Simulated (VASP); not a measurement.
Input of a VASP 6.6.1 run:

The input INCAR:

```
SYSTEM = TeO
PREC = Accurate
ENCUT = 600
EDIFF = 1E-6
ISMEAR = 0
SIGMA = 0.1
LREAL = .False.
LASPH = .True.
NELM = 120
ALGO = Normal
ISIF = 2
LWAVE = .False.
LCHARG = .True.
GGA = PE
LELF = .True.
LVHAR = .True.
NBANDS = 13
GGA_COMPAT = .False.
```

Contents of KPOINTS:

```
Automatic mesh
0
Gamma
  6 6 4
  0 0 0
```

Contents of POSCAR:

```
TeO
1.0
    2.2236503714     -2.2724662150      0.0000000000
    2.2236503714      2.2724662150      0.0000000000
    0.0000000000      0.0000000000      4.0504151873
Te O
1 1
Direct
    0.0000000000      0.0000000000      0.0000000000
    0.0000000000      0.0000000000      0.5000000000
```

Potentials or basis: VASP PAW PBE potentials, release 64 (Te, O).

Command:

```console
$ cat potpaw_PBE.64/Te/POTCAR potpaw_PBE.64/O/POTCAR > POTCAR
$ mpirun -np 1 vasp_std > vasp.out
```

Task: Estimate the pressure.

Result: -0.3 GPa.

Task: What does it give for the band gap on the k mesh?

Result: Zero (bands 6 and 7 overlap by 4.69 eV).

Stress tensor (GPa, compression positive):
```
 0.08  0.00  0.00
 0.00 -0.40  0.00
 0.00  0.00 -0.62
```

Caveat: the k points lie up to 0.39 Å⁻¹ apart, too coarse for converged energies and pressures of a metal; spin-orbit coupling is left out, which moves the levels of the heavy elements.
